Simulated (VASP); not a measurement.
# P (P4/mmm) in VASP: relaxation of cell and atoms with PBE

Aim: the relaxation of cell and atoms of P with PBE.

All numbers are computed with VASP 6.6.1; they aren't measurements. Logs are shortened: lines on timing, memory, paths and dates and some standing lists are left out, and cuts for length are marked.

**1. The cell of the first run**

It takes space group P4/mmm (No. 123, tetragonal). Conventional cell: a = 2.454 Å, b = 2.454 Å, c = 4.880 Å, α = 90.00°, β = 90.00°, γ = 90.00°. Within 3.1 Å of P (site symmetry 4mm) lie 6 P at 2.35 to 2.53 Å.

**2. Relaxation of cell and atoms, PBE**

The input, INCAR:

```
PREC = Accurate
ENCUT = 600
EDIFF = 1E-6
ISMEAR = 0
SIGMA = 0.1
LREAL = F
LASPH = T
NELM = 60
ALGO = Normal
ISIF = 3
LWAVE = F
LCHARG = F
GGA = PE
IBRION = 2
NSW = 100
EDIFFG = -0.01
```

The input, KPOINTS:

```
regular mesh
0
Gamma
  22 22 12
```

The input, POSCAR:

```
P
1.0
    2.4541242897      0.0000000000      0.0000000000
    0.0000000000      2.4541242897      0.0000000000
    0.0000000000      0.0000000000      4.8800422316
P
2
Direct
    0.0000000000      0.0000000000      0.7594882208
    0.0000000000      0.0000000000      0.2405117792
```

Potentials or basis: VASP PAW PBE potentials, release 64 (P).

On the command line:

```
$ cat potpaw_PBE.64/P/POTCAR > POTCAR
$ mpirun -np 1 vasp_std > vasp.out
```

OUTCAR:

```text
PREC = Accurate
   ENCUT = 600
   EDIFF = 1E-6
   ISMEAR = 0
   LREAL = F
   LASPH = T
   NELM = 60
   ISIF = 3
   GGA = PE
   IBRION = 2
   NSW = 100
   EDIFFG = -0.01

 ion  position               nearest neighbor table
   1  0.000  0.000  0.759-   2 2.35   2 2.53
   2  0.000  0.000  0.241-   1 2.35   1 2.53

  LATTYP: Found a simple tetragonal cell.
 ALAT       =     2.4541242897
 C/A-ratio  =     1.9885065529

  Lattice vectors:

 A1 = (   2.4541242897,   0.0000000000,   0.0000000000)
 A2 = (   0.0000000000,   2.4541242897,   0.0000000000)
 A3 = (   0.0000000000,   0.0000000000,   4.8800422316)

Analysis of symmetry for initial positions (statically):
=====================================================================
 Subroutine PRICEL returns:
 Original cell was already a primitive cell.

 Routine SETGRP: Setting up the symmetry group for a
 simple tetragonal supercell.

 Subroutine GETGRP returns: Found 16 space group operations
 (whereof 16 operations were pure point group operations)
 out of a pool of 16 trial point group operations.

The static configuration has the point symmetry D_4h.

Analysis of symmetry for dynamics (positions and initial velocities):
=====================================================================
 Subroutine PRICEL returns:
 Original cell was already a primitive cell.

 Routine SETGRP: Setting up the symmetry group for a
 simple tetragonal supercell.

 Subroutine GETGRP returns: Found 16 space group operations
 (whereof 16 operations were pure point group operations)
 out of a pool of 16 trial point group operations.

The dynamic configuration has the point symmetry D_4h.

 Subroutine INISYM returns: Found 16 space group operations
 (whereof 16 operations are pure point group operations),
 and found     1 'primitive' translations

----------------------------------------------------------------------------------------

                                     Primitive cell

  volume of cell :      29.3912

  direct lattice vectors                    reciprocal lattice vectors
     2.454124290  0.000000000  0.000000000     0.407477325  0.000000000  0.000000000
     0.000000000  2.454124290  0.000000000     0.000000000  0.407477325  0.000000000
     0.000000000  0.000000000  4.880042232     0.000000000  0.000000000  0.204916259

  length of vectors
     2.454124290  2.454124290  4.880042232     0.407477325  0.407477325  0.204916259

  position of ions in fractional coordinates (direct lattice)
     0.000000000  0.000000000  0.759488221
     0.000000000  0.000000000  0.240511779

  ion indices of the primitive-cell ions
   primitive index   ion index
                 1           1
                 2           2

----------------------------------------------------------------------------------------

 KPOINTS: regular mesh

Automatic generation of k-mesh.
 Grid dimensions read from file:
 generate k-points for:   22   22   12

 Generating k-lattice:

  Cartesian coordinates                     Fractional coordinates (reciprocal lattice)
     0.018521697  0.000000000  0.000000000     0.045454545  0.000000000  0.000000000
     0.000000000  0.018521697  0.000000000     0.000000000  0.045454545  0.000000000
     0.000000000  0.000000000  0.017076355     0.000000000  0.000000000  0.083333333

  Length of vectors
     0.018521697  0.018521697  0.017076355

  Shift w.r.t. Gamma in fractional coordinates (k-lattice)
     0.000000000  0.000000000  0.000000000

 Subroutine IBZKPT returns following result:
 ===========================================

 Found    546 irreducible k-points:

 Following reciprocal coordinates:
            Coordinates               Weight
  0.000000  0.000000  0.000000      1.000000
  0.045455  0.000000  0.000000      4.000000
  0.090909  0.000000  0.000000      4.000000
  0.136364  0.000000  0.000000      4.000000
  0.181818  0.000000  0.000000      4.000000
  0.227273  0.000000  0.000000      4.000000
[... 16 lines left out ...]
  0.500000  0.045455  0.000000      4.000000
  0.090909  0.090909  0.000000      4.000000
 [... further k-points ...]
   k-points           NKPTS =    546   k-points in BZ     NKDIM =    546   number of bands    NBANDS=      9
   number of dos      NEDOS =    301   number of ions     NIONS =      2
   total plane-waves  NPLWV =  16000
   dimension x,y,z NGX =    20 NGY =   20 NGZ =   40
   dimension x,y,z NGXF=    40 NGYF=   40 NGZF=   80
   ions per type =               2
   NGX,Y,Z   is equivalent  to a cutoff of  13.55, 13.55, 13.63 a.u.
   NGXF,Y,Z  is equivalent  to a cutoff of  27.10, 27.10, 27.25 a.u.
 SYSTEM =  unknown system
   PREC   = accura    normal or accurate (medium, high low for compatibility)
   ISTART =      0    job   : 0-new  1-cont  2-samecut
   ICHARG =      2    charge: 1-file 2-atom 10-const
   ISPIN  =      1    spin polarized calculation?
   LNONCOLLINEAR =      F non collinear calculations
   LSORBIT =      F    spin-orbit coupling
   LASPH  =      T    aspherical Exc in radial PAW
   ENCUT  =  600.0 eV  44.10 Ry    6.64 a.u.   4.90  4.90  9.75*2*pi/ulx,y,z
   NELM   =     60;   NELMIN=  2; NELMDL= -5     # of ELM steps
   EDIFF  = 0.1E-05   stopping-criterion for ELM
   LREAL  =      F    real-space projection
   EDIFFG = -.1E-01   stopping-criterion for IOM
   NSW    =    100    number of steps for IOM
   IBRION =      2    ionic relax: 0-MD 1-quasi-New 2-CG
   NFREE  =      1    steps in history (QN), initial steepest desc. (CG)
   ISIF   =      3    stress and relaxation
   ISYM   =      2    0-nonsym 1-usesym 2-fastsym
   POTIM  = 0.5000    time-step for ionic-motion
   TEBEG  =    0.0;   TEEND  =   0.0 temperature during run
   PSTRESS=    0.0 pullay stress
   NELECT =      10.0000    total number of electrons
   NUPDOWN=      -1.0000    fix difference up-down
   EMIN   =  10.00;   EMAX   =-10.00  energy-range for DOS
   EFERMI =   0.00;   METHOD = LEGACY
   ISMEAR =     0;   SIGMA  =   0.10  broadening in eV -4-tet -1-fermi 0-gaus
   EFERMI_NEDOS =   21; number of points for ismear=-14 and -15
   IALGO  =     38    algorithm
   IMIX   =      4    mixing-type and parameters
     AMIX     =   0.40;   BMIX     =  1.00
     AMIX_MAG =   1.60;   BMIX_MAG =  1.00
  volume/ion in A,a.u.               =      14.70        99.17
  Fermi-wavevector in a.u.,A,eV,Ry     =   1.142885  2.159740 17.771747  1.306187
  Thomas-Fermi vector in A             =   2.279582
   LORBIT       =      0    0 simple, 1 ext, 2 COOP (PROOUT), +10 PAW based schemes
   GGA     = PE    functional components
   LHFCALC =     F    Hartree Fock is set to
   AEXX    =    0.0000 exact exchange contribution
   IVDW    =     0    specifies the selected vdW correction
   LEPSILON=     F    determine dielectric tensor
   LRPA    =     F    only Hartree local field effects (RPA)
 conjugate gradient relaxation of ions
 non-spin polarized calculation
 Gauss-broadening in eV      SIGMA  =   0.10
  energy-cutoff  :      600.00
  volume of cell :       29.39
 maximum number of plane-waves:      1000
 NGX is ok and might be reduce to    20
   NGX =  9   NGY =  9   NGZ = 19

--------------------------------------- Ionic step        1  -------------------------------------------

 number of electron      10.0000001 magnetization

 Free energy of the ion-electron system (eV)
  ---------------------------------------------------
  ext. energy  EPLUGINS =         0.00000000
  ---------------------------------------------------
  free energy    TOTEN  =       -10.54139197 eV

  energy without entropy =      -10.53791486  energy(sigma->0) =      -10.53965342

------------------------ aborting loop because EDIFF is reached ----------------------------------------

  FORCE on cell =-STRESS in cart. coord.  units (eV):
  Direction    XX          YY          ZZ          XY          YZ          ZX
  --------------------------------------------------------------------------------------
  -------------------------------------------------------------------------------------
  Total       -0.0945003     -0.0945003      0.1912294      0.0000000      0.0000000     -0.0000000
  in kB       -5.1514191     -5.1514191     10.4243411      0.0000000      0.0000000     -0.0000000
  external PRESSURE =       0.0405009 kB  Pullay stress =       0.0000000 kB
[... 273 lines left out ...]
  energy  without entropy=      -10.5442767503  energy(sigma->0) =      -10.54591706

--------------------------------------- Ionic step        9  -------------------------------------------

 number of electron      10.0000001 magnetization

 Free energy of the ion-electron system (eV)
  ---------------------------------------------------
  ext. energy  EPLUGINS =         0.00000000
  ---------------------------------------------------
  free energy    TOTEN  =       -10.54778483 eV

  energy without entropy =      -10.54446497  energy(sigma->0) =      -10.54612490

 E-fermi :   9.6189     XC(G=0): -11.2751

 val. band max:        9.6146216590   @ k =   0.4545   0.2727   0.3333
 cond. band min:       9.6284490315   @ k =   0.0909   0.0909   0.3333
 fundamental gap:      0.0138273725
 Fermi energy:         9.6188918932

 k-point     1 :       0.0000    0.0000    0.0000
  band No.  band energies     occupation
      1      -6.8610      2.00000
      2      -2.5034      2.00000
      3       0.9693      2.00000
      4      14.6005      0.00000
      5      14.6005      0.00000
      6      14.7314      0.00000
      7      16.4186      0.00000
      8      16.4536      0.00000
      9      17.4464      0.00000
[... 265 lines left out ...]
 k-point    24 :       0.0909    0.0909    0.0000
  band No.  band energies     occupation
      1      -6.4855      2.00000
      2      -2.1257      2.00000
      3       1.3084      2.00000
      4      11.7540      0.00000
      5      12.6784      0.00000
      6      14.6249      0.00000
      7      15.0258      0.00000
      8      16.4678      0.00000
      9      17.9520      0.00000

 [... further k-points ...]
[... 5 lines left out ...]
  --------------------------------------------------------------------------------------
  -------------------------------------------------------------------------------------
  Total        0.0073090      0.0073090      0.0182927      0.0000000      0.0000000      0.0000000
  in kB        0.4017764      0.4017764      1.0055470      0.0000000      0.0000000      0.0000000
  external PRESSURE =       0.6030333 kB  Pullay stress =       0.0000000 kB
[... 17 lines left out ...]
  FREE ENERGIE OF THE ION-ELECTRON SYSTEM (eV)
  ---------------------------------------------------
  free  energy   TOTEN  =       -10.5477848277 eV

  energy  without entropy=      -10.5444649738  energy(sigma->0) =      -10.54612490

 reached required accuracy - stopping structural energy minimisation
```

It took 3.2 min on 1 thread of Intel Xeon 6975P-C (Granite Rapids), shared host; peak memory 0.27 GiB.

What came out:

* Free energy: -10.5478 eV
* Relaxed volume: 14.57 Å³/atom
* Relaxed cell: a = 2.445 Å, b = 2.445 Å, c = 4.875 Å, α = 90.00°, β = 90.00°, γ = 90.00°
* Space group after relaxing (to 0.1 Å): Pm-3m (No. 221)
* Energy gained by relaxing: 3.2 meV/atom
* Ionic steps: 9
* Pressure after relaxing: 0.1 GPa
* Largest force after relaxing: 0.005 eV/Å
* Band gap on the k mesh: zero (bands 5 and 6 overlap by 10.13 eV)

Forces in eV/Å, atoms in the order of the input:
```
P    0.000  0.000 -0.005
P    0.000  0.000  0.005
```

The path:
```
step  energy change (eV)  largest force (eV/Å)  pressure (GPa)  volume (Å³)
   1              0.0000                0.1366            0.00        29.39
   2             -0.0021                0.0920           -0.31        29.39
   3             -0.0025                0.0715           -0.48        29.39
   4             -0.0040                0.0722            0.13        29.18
   5             -0.0046                0.0595            0.86        28.97
   6             -0.0054                0.0399            0.72        28.99
   7             -0.0062                0.0071            0.53        29.03
   8             -0.0062                0.0037            0.51        29.03
   9             -0.0064                0.0045            0.06        29.15
```

Final structure:
```
P
1.0
     2.44515    0.00000    0.00000
     0.00000    2.44515    0.00000
     0.00000    0.00000    4.87499
P
2
Direct
  0.00000 0.00000 0.75041
  0.00000 0.00000 0.24958
```
